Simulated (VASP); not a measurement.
Runs of VASP 6.6.1 on Zr3S2. The structure is that of space group R-3c (No. 167), or close to it. The cells are those of the table. 

| task | cell | k mesh | cutoff (eV) | gap on the mesh (eV) | pressure (GPa) | largest force (eV/Å) |
| --- | --- | --- | --- | --- | --- | --- |
| single point | a = 6.913 Å, angles 53.5°, 10 atoms | 3 × 3 × 3 | 520 | none | 0.1 | (a) |
| single point | a = 6.887 Å, angles 55.3°, 10 atoms | 3 × 3 × 3 | 520 | none | (b) | 1.18 |
| single point | a = 6.955 Å, angles 52.9°, 10 atoms | 6 × 6 × 6 | 520 | none | 0.0 | 0.01 |
| relaxation of cell and atoms | relaxed from a = 6.887 Å, angles 55.3°, 10 atoms | 3 × 3 × 3 | 600 | none | -0.2 | 0.01 |

Alike in all rows: level PBE; potentials or basis VASP PAW PBE potentials, release 64 (Zr_sv, S); no spin polarisation; smearing gaussian 0.1 eV.

Fill in the values left out.

(a) 0.02; (b) -2.9.

Caveats: some runs use coarse meshes; forces of over 1 eV/Å act on the atoms, so gaps and moduli don't describe the material at rest (some runs).

A k mesh can miss the band edges, and the runs leave out spin-orbit coupling on Zr.

A gap of «none» marks levels without a gap at the run's occupations.
